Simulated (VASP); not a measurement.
# TlBr (Pm-3m) in VASP: notebook

The runs below take TlBr through relaxation of cell and atoms, single point, with PBE.

All numbers are computed with VASP 6.6.1; they aren't measurements. Logs are shortened: lines on timing, memory, paths and dates and some standing lists are left out, and cuts for length are marked.

## (1) The cell of the first run

It takes space group Pm-3m (No. 221, cubic). The conventional cell has a = 4.053 Å, b = 4.053 Å, c = 4.053 Å, α = 90.00°, β = 90.00°, γ = 90.00°. Tl (site symmetry m-3m) has 8 Br at 3.51 Å and 6 Tl at 4.05 Å within 4.6 Å. Within 4.6 Å of Br (site symmetry m-3m) lie 8 Tl at 3.51 Å and 6 Br at 4.05 Å.

## (2) Relaxation of cell and atoms, PBE

INCAR reads:

```
SYSTEM = TlBr
PREC = Accurate
ENCUT = 500
EDIFF = 1E-7
ISMEAR = -1
SIGMA = 0.02
LREAL = .FALSE.
LASPH = .TRUE.
NELM = 120
ALGO = Normal
ISIF = 3
LWAVE = .FALSE.
LCHARG = .FALSE.
GGA = PE
IBRION = 2
NSW = 40
EDIFFG = -0.005
GGA_COMPAT = .FALSE.
NELMIN = 4
```

KPOINTS reads:

```
Automatic mesh
0
G
  7 7 7
  0 0 0
```

POSCAR reads:

```
TlBr
1.0
    4.0527484318      0.0000000000      0.0000000000
    0.0000000000      4.0527484318      0.0000000000
    0.0000000000      0.0000000000      4.0527484318
Tl Br
1 1
Direct
    0.0000000000      0.0000000000      0.0000000000
    0.5000000000      0.5000000000      0.5000000000
```

Potentials or basis: VASP PAW PBE potentials, release 64 (Tl_d, Br).

On the command line:

```sh
cat potpaw_PBE.64/Tl_d/POTCAR potpaw_PBE.64/Br/POTCAR > POTCAR
mpirun -np 1 vasp_std > vasp.out
```

OUTCAR:

```text
SYSTEM = TlBr
   PREC = Accurate
   ENCUT = 500
   EDIFF = 1E-7
   ISMEAR = -1
   LREAL = .FALSE.
   LASPH = .TRUE.
   NELM = 120
   ISIF = 3
   GGA = PE
   IBRION = 2
   NSW = 40
   EDIFFG = -0.005
   NELMIN = 4

 ion  position               nearest neighbor table
   1  0.000  0.000  0.000-
   2  0.500  0.500  0.500-

  LATTYP: Found a simple cubic cell.
 ALAT       =     4.0527484318

  Lattice vectors:

 A1 = (   4.0527484318,   0.0000000000,   0.0000000000)
 A2 = (   0.0000000000,   4.0527484318,   0.0000000000)
 A3 = (   0.0000000000,   0.0000000000,   4.0527484318)

Analysis of symmetry for initial positions (statically):
=====================================================================
 Subroutine PRICEL returns:
 Original cell was already a primitive cell.

 Routine SETGRP: Setting up the symmetry group for a
 simple cubic supercell.

 Subroutine GETGRP returns: Found 48 space group operations
 (whereof 48 operations were pure point group operations)
 out of a pool of 48 trial point group operations.

The static configuration has the point symmetry O_h .

Analysis of symmetry for dynamics (positions and initial velocities):
=====================================================================
 Subroutine PRICEL returns:
 Original cell was already a primitive cell.

 Routine SETGRP: Setting up the symmetry group for a
 simple cubic supercell.

 Subroutine GETGRP returns: Found 48 space group operations
 (whereof 48 operations were pure point group operations)
 out of a pool of 48 trial point group operations.

The dynamic configuration has the point symmetry O_h .

 Subroutine INISYM returns: Found 48 space group operations
 (whereof 48 operations are pure point group operations),
 and found     1 'primitive' translations

----------------------------------------------------------------------------------------

                                     Primitive cell

  volume of cell :      66.5655

  direct lattice vectors                    reciprocal lattice vectors
     4.052748432  0.000000000  0.000000000     0.246746132  0.000000000  0.000000000
     0.000000000  4.052748432  0.000000000     0.000000000  0.246746132  0.000000000
     0.000000000  0.000000000  4.052748432     0.000000000  0.000000000  0.246746132

  length of vectors
     4.052748432  4.052748432  4.052748432     0.246746132  0.246746132  0.246746132

  position of ions in fractional coordinates (direct lattice)
     0.000000000  0.000000000  0.000000000
     0.500000000  0.500000000  0.500000000

  ion indices of the primitive-cell ions
   primitive index   ion index
                 1           1
                 2           2

----------------------------------------------------------------------------------------

 KPOINTS: Automatic mesh

Automatic generation of k-mesh.
 Grid dimensions read from file:
 generate k-points for:    7    7    7

 Generating k-lattice:

  Cartesian coordinates                     Fractional coordinates (reciprocal lattice)
     0.035249447  0.000000000  0.000000000     0.142857143  0.000000000  0.000000000
     0.000000000  0.035249447  0.000000000     0.000000000  0.142857143  0.000000000
     0.000000000  0.000000000  0.035249447     0.000000000  0.000000000  0.142857143

  Length of vectors
     0.035249447  0.035249447  0.035249447

  Shift w.r.t. Gamma in fractional coordinates (k-lattice)
[... 53 lines left out ...]
   ISIF   =      3    stress and relaxation
   ISYM   =      2    0-nonsym 1-usesym 2-fastsym
   POTIM  = 0.5000    time-step for ionic-motion
   TEBEG  =    0.0;   TEEND  =   0.0 temperature during run
   PSTRESS=    0.0 pullay stress
   NELECT =      20.0000    total number of electrons
   NUPDOWN=      -1.0000    fix difference up-down
   EMIN   =  10.00;   EMAX   =-10.00  energy-range for DOS
   EFERMI =   0.00;   METHOD = LEGACY
   ISMEAR =    -1;   SIGMA  =   0.02  broadening in eV -4-tet -1-fermi 0-gaus
   EFERMI_NEDOS =   21; number of points for ismear=-14 and -15
   IALGO  =     38    algorithm
   IMIX   =      4    mixing-type and parameters
     AMIX     =   0.40;   BMIX     =  1.00
     AMIX_MAG =   1.60;   BMIX_MAG =  1.00
  volume/ion in A,a.u.               =      33.28       224.60
  Fermi-wavevector in a.u.,A,eV,Ry     =   1.096483  2.072052 16.357940  1.202275
  Thomas-Fermi vector in A             =   2.232826
   LORBIT       =      0    0 simple, 1 ext, 2 COOP (PROOUT), +10 PAW based schemes
   GGA     = PE    functional components
   LHFCALC =     F    Hartree Fock is set to
   AEXX    =    0.0000 exact exchange contribution
   IVDW    =     0    specifies the selected vdW correction
   LEPSILON=     F    determine dielectric tensor
   LRPA    =     F    only Hartree local field effects (RPA)
 conjugate gradient relaxation of ions
 non-spin polarized calculation
  energy-cutoff  :      500.00
  volume of cell :       66.57
 maximum number of plane-waves:      1743
 NGX is ok and might be reduce to    30
   NGX = 15   NGY = 15   NGZ = 15

--------------------------------------- Ionic step        1  -------------------------------------------

 number of electron      19.9999998 magnetization

 Free energy of the ion-electron system (eV)
  ---------------------------------------------------
  ext. energy  EPLUGINS =         0.00000000
  ---------------------------------------------------
  free energy    TOTEN  =        -5.54567044 eV

  energy without entropy =       -5.54567044  energy(sigma->0) =       -5.54567044

------------------------ aborting loop because EDIFF is reached ----------------------------------------

  FORCE on cell =-STRESS in cart. coord.  units (eV):
  Direction    XX          YY          ZZ          XY          YZ          ZX
  --------------------------------------------------------------------------------------
  -------------------------------------------------------------------------------------
  Total       -0.0135314     -0.0135314     -0.0135314      0.0000000      0.0000000      0.0000000
  in kB       -0.3256911     -0.3256911     -0.3256911      0.0000000      0.0000000      0.0000000
  external PRESSURE =      -0.3256911 kB  Pullay stress =       0.0000000 kB

 VOLUME and BASIS-vectors are now :
 -----------------------------------------------------------------------------
  energy-cutoff  :      500.00
  volume of cell :       66.57
      direct lattice vectors                 reciprocal lattice vectors
     4.052748432  0.000000000  0.000000000     0.246746132  0.000000000  0.000000000
     0.000000000  4.052748432  0.000000000     0.000000000  0.246746132  0.000000000
     0.000000000  0.000000000  4.052748432     0.000000000  0.000000000  0.246746132

 POSITION                                       TOTAL-FORCE (eV/Angst)
 -----------------------------------------------------------------------------------
      0.00000      0.00000      0.00000         0.000000      0.000000      0.000000
      2.02637      2.02637      2.02637         0.000000      0.000000      0.000000
 -----------------------------------------------------------------------------------
    total drift:                                0.000000     -0.000000     -0.000000

  FREE ENERGIE OF THE ION-ELECTRON SYSTEM (eV)
  ---------------------------------------------------
  free  energy   TOTEN  =        -5.5456704378 eV

  energy  without entropy=       -5.5456704378  energy(sigma->0) =       -5.54567044

--------------------------------------- Ionic step        2  -------------------------------------------

 number of electron      19.9999999 magnetization

 Free energy of the ion-electron system (eV)
  ---------------------------------------------------
  ext. energy  EPLUGINS =         0.00000000
  ---------------------------------------------------
  free energy    TOTEN  =        -5.54568003 eV

  energy without entropy =       -5.54568003  energy(sigma->0) =       -5.54568003

 E-fermi :   2.1177     XC(G=0):  -8.7182

 val. band max:        1.6913775031   @ k =   0.4286   0.0000   0.0000
 cond. band min:       4.0634931045   @ k =   0.4286   0.0000   0.0000
 fundamental gap:      2.3721156014
 Fermi energy:         2.1176576814

 k-point     1 :       0.0000    0.0000    0.0000
  band No.  band energies     occupation
      1     -11.6041      2.00000
      2      -8.1817      2.00000
      3      -8.1817      2.00000
      4      -8.0307      2.00000
      5      -8.0307      2.00000
      6      -8.0307      2.00000
      7      -2.6987      2.00000
      8       0.7494      2.00000
      9       0.7494      2.00000
     10       0.7494      2.00000
     11       8.8743      0.00000
     12       8.8743      0.00000
     13       8.8743      0.00000
     14       8.9832      0.00000
[... 309 lines left out ...]
      1     -11.1756      2.00000
      2      -8.1326      2.00000
      3      -8.1326      2.00000
      4      -8.1167      2.00000
      5      -7.9969      2.00000
      6      -7.9969      2.00000
      7      -1.1796      2.00000
      8       0.0961      2.00000
      9       0.1475      2.00000
     10       0.1475      2.00000
     11       4.4018      0.00000
     12       4.4018      0.00000
     13       4.8620      0.00000
     14      13.4483      0.00000

------------------------ aborting loop because EDIFF is reached ----------------------------------------

  FORCE on cell =-STRESS in cart. coord.  units (eV):
  Direction    XX          YY          ZZ          XY          YZ          ZX
  --------------------------------------------------------------------------------------
  -------------------------------------------------------------------------------------
  Total       -0.0036917     -0.0036917     -0.0036917      0.0000000      0.0000000     -0.0000000
  in kB       -0.0889443     -0.0889443     -0.0889443      0.0000000      0.0000000     -0.0000000
  external PRESSURE =      -0.0889443 kB  Pullay stress =       0.0000000 kB

 VOLUME and BASIS-vectors are now :
 -----------------------------------------------------------------------------
  energy-cutoff  :      500.00
  volume of cell :       66.50
      direct lattice vectors                 reciprocal lattice vectors
     4.051425629  0.000000000  0.000000000     0.246826695  0.000000000 -0.000000000
     0.000000000  4.051425629  0.000000000     0.000000000  0.246826695  0.000000000
     0.000000000  0.000000000  4.051425629    -0.000000000  0.000000000  0.246826695

 POSITION                                       TOTAL-FORCE (eV/Angst)
 -----------------------------------------------------------------------------------
      0.00000      0.00000      0.00000        -0.000000      0.000000      0.000000
      2.02571      2.02571      2.02571         0.000000      0.000000      0.000000
 -----------------------------------------------------------------------------------
    total drift:                                0.000000     -0.000000     -0.000000

  FREE ENERGIE OF THE ION-ELECTRON SYSTEM (eV)
  ---------------------------------------------------
  free  energy   TOTEN  =        -5.5456800315 eV

  energy  without entropy=       -5.5456800315  energy(sigma->0) =       -5.54568003

 reached required accuracy - stopping structural energy minimisation
```

It took 11 s on 1 thread of Intel Xeon 6975P-C (Granite Rapids), shared host; peak memory 0.17 GiB.

What came out:

```
Free energy                           : -5.5457 eV
Relaxed volume                        : 33.25 Å³/atom
Relaxed cell                          : a = 4.051 Å, b = 4.051 Å, c = 4.051 Å, α = 90.00°, β = 90.00°, γ = 90.00°
Space group after relaxing (to 0.1 Å) : Pm-3m (No. 221)
Energy gained by relaxing             : 0.0 meV/atom
Ionic steps                           : 2
Pressure after relaxing               : 0.0 GPa
Band gap on the k mesh                : 2.37 eV
```

Final structure:
```yaml
crystal:
  lattice:
    - [4.05143, 0.00000, 0.00000]
    - [0.00000, 4.05143, 0.00000]
    - [0.00000, 0.00000, 4.05143]
  atoms:
    - { symbol: Tl, position: [0.00000, 0.00000, 0.00000] }
    - { symbol: Br, position: [0.50000, 0.50000, 0.50000] }
```

Caveat: spin-orbit coupling is left out, which moves the levels of the heavy elements; an odd mesh through Γ misses points on the zone boundary, where band edges can lie.

## (3) Single point, PBE, non-collinear spin, zero start, spin-orbit coupling

This run uses another cell than the first one, of 33.02 Å³/atom.

INCAR reads:

```
SYSTEM = TlBr
PREC = Accurate
ENCUT = 500
EDIFF = 1E-6
ISMEAR = -1
SIGMA = 0.02
LREAL = .FALSE.
LASPH = .TRUE.
NELM = 200
ALGO = Normal
ISIF = 2
LWAVE = .FALSE.
LCHARG = .FALSE.
MAGMOM = 0 0 0 0 0 0
LORBIT = 11
LSORBIT = .TRUE.
GGA_COMPAT = .FALSE.
LORBMOM = .TRUE.
GGA = PE
NBANDS = 32
```

KPOINTS is that of step 2.

POSCAR reads:

```
TlBr
1.0
    4.0418582206      0.0000000000      0.0000000000
    0.0000000000      4.0418582206      0.0000000000
    0.0000000000      0.0000000000      4.0418582206
Tl Br
1 1
Direct
    0.0000000000      0.0000000000      0.0000000000
    0.5000000000      0.5000000000      0.5000000000
```

Potentials or basis: VASP PAW PBE potentials, release 64 (Tl_d, Br).

On the command line:

```sh
cat potpaw_PBE.64/Tl_d/POTCAR potpaw_PBE.64/Br/POTCAR > POTCAR
mpirun -np 1 vasp_ncl > vasp.out
```

It took 40 s on 1 thread of Intel Xeon 6975P-C (Granite Rapids), shared host; peak memory 0.3 GiB.

It converged, with:

```yaml
Free_energy: -5.7582 eV
Pressure: 0.0 GPa
Net_moment: 0.00 μB per cell
Valence_electrons_inside_the_program's_atomic_spheres: Tl 11.10; Br 4.84
```

Moments on the atoms (μB; x, y, z):
```
Tl  0.00 0.00 0.00
Br  0.00 0.00 0.00
```

## (4) Single point, PBE, non-collinear spin, zero start, spin-orbit coupling

INCAR reads:

```
ALGO = Normal ; EDIFF = 1E-6
ENCUT = 500 ; GGA = PE
GGA_COMPAT = F ; ISIF = 2
ISMEAR = -1 ; LASPH = T
LCHARG = T ; LNONCOLLINEAR = T
LORBIT = 11 ; LORBMOM = T
LREAL = F ; LSORBIT = T
LVHAR = T ; LWAVE = F
MAGMOM = 0 0 0 0 0 0 ; NBANDS = 32
NELM = 200 ; PREC = Accurate
SIGMA = 0.02
```

KPOINTS reads:

```
k-points
0
Gamma
  7 7 7
```

POSCAR reads:

```
TlBr
1.0
    4.0527484318      0.0000000000      0.0000000000
    0.0000000000      4.0527484318      0.0000000000
    0.0000000000      0.0000000000      4.0527484318
Tl Br
1 1
Direct
    0.0000000000      0.0000000000      0.0000000000
    0.5000000000      0.5000000000      0.5000000000
```

On the command line:

```sh
cat potpaw_PBE.64/Tl_d/POTCAR potpaw_PBE.64/Br/POTCAR > POTCAR
mpirun -np 1 vasp_ncl > vasp.out
```

Wall time 41 s (1 thread of Intel Xeon 6975P-C (Granite Rapids), shared host); peak memory 0.3 GiB.

The run converged. Its results:

```yaml
Free_energy: -5.7581 eV
Pressure: -0.1 GPa
Net_moment: 0.00 μB per cell
Valence_electrons_inside_the_program's_atomic_spheres: Tl 11.10; Br 4.84
```

Moments on the atoms (μB; x, y, z):
```
Tl  0.00 0.00 0.00
Br  0.00 0.00 0.00
```

(Part 1 of 2 ends here.)
